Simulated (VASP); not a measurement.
Input of a VASP 6.6.1 run:

INCAR

```
SYSTEM = Ir
PREC = Accurate
ENCUT = 600
EDIFF = 1E-7
ISMEAR = 0
SIGMA = 0.1
LREAL = .FALSE.
LASPH = .TRUE.
NELM = 60
ALGO = Normal
ISIF = 3
LWAVE = .FALSE.
LCHARG = .FALSE.
GGA = PS
IBRION = 2
NSW = 90
EDIFFG = -0.04
```

Contents of KPOINTS:

```
Automatic mesh
0
G
  8 8 8
  0 0 0
```

Contents of POSCAR:

```
Ir
1.0
   -2.3790015229      2.3790015229      1.2977892458
    2.3790015229     -2.3790015229      1.2977892458
    2.3790015229      2.3790015229     -1.2977892458
Ir
2
Direct
    0.0000000000      0.0000000000      0.0000000000
    0.7500000000      0.2500000000      0.5000000000
```

Potentials or basis: VASP PAW PBE potentials, release 64 (Ir).

The run is started by

```sh
$ cat potpaw_PBE.64/Ir/POTCAR > POTCAR
$ mpirun -np 1 vasp_std > vasp.out
```

(1) What does it give for the space group after relaxing (to 0.05 Å)?

(2) What does it give for the band gap on the k mesh?

(3) Predict the relaxed cell.

(4) Predict the relaxed volume.

Results:

(1) I4_1/amd (No. 141).

(2) zero (band 9 reaches 9.90 eV, above the bottom of band 10 at 7.40 eV).

(3) a = 3.662 Å, b = 3.662 Å, c = 3.662 Å, α = 97.89°, β = 97.89°, γ = 136.50°.

(4) 15.70 Å³/atom.

Caveat: the PAW data sets were made with another functional, which shifts forces and pressure a little; spin-orbit coupling is left out, which moves the levels of the heavy elements.
